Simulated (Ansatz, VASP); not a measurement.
**One calculation of ZnS, two programs**

The input INCAR:

```
PREC = Accurate
ENCUT = 520
EDIFF = 1E-6
ISMEAR = 0
SIGMA = 0.05
LREAL = F
LASPH = T
NELM = 100
ALGO = Normal
ISIF = 2
LWAVE = F
LCHARG = T
GGA = PE
LELF = T
LVHAR = T
NBANDS = 16
```

KPOINTS

```
regular mesh
0
Gamma
  10 10 10
```

POSCAR

```
ZnS
1.0
    0.0000000000      2.4882780000      2.5964640000
    2.4882780000      0.0000000000      2.5964640000
    2.4882780000      2.4882780000      0.0000000000
Zn S
1 1
Direct
    0.0000000000      0.0000000000      0.0000000000
    0.7500000000      0.7500000000      0.7500000000
```

Input for Ansatz:

```yaml
crystal:
  lattice:
    - [0.0, 2.488278, 2.596464]
    - [2.488278, 0.0, 2.596464]
    - [2.488278, 2.488278, 0.0]
  atoms:
    - { symbol: Zn, position: [0.0, 0.0, 0.0] }
    - { symbol: S, position: [0.75, 0.75, 0.75] }
basis:
  ecutwfc: 420
kpoints:
  mp_grid: { grid: [10, 10, 10] }
hamiltonian:
  xc: pbe
scf:
  occupations: { method: gaussian, width: 0.05 }
output:
  forces: true
  stress: true
  eigenvalues: true
```

Change from the starting cell: strain -0.080 along x and y, -0.040 along z, atoms carried along.

Alike in both runs: task single point; functional PBE; k mesh 10 × 10 × 10; occupations gaussian, width 0.05 eV; no spin polarisation.

```csv
,VASP,Ansatz
version,VASP 6.6.1,Ansatz 0.2.0
potentials or method,"VASP PAW PBE potentials, release 64 (Zn, S), cutoff 520 eV","scalar-relativistic, plane waves, PAW"
valence electrons in the cell,18,18
```

|  | VASP | Ansatz | Ansatz less VASP |
| --- | --- | --- | --- |
| gap on the k mesh at the Fermi level (eV) | 2.71 | 2.70 | -0.009 |
| least direct gap on the mesh (eV) | 2.99 | 2.97 | -0.025 |
| pressure (GPa) | 26.2 | 25.9 | -0.32 |
| traceless stress, the component that is largest in VASP (GPa) | -0.81 | -0.82 | -0.008 |
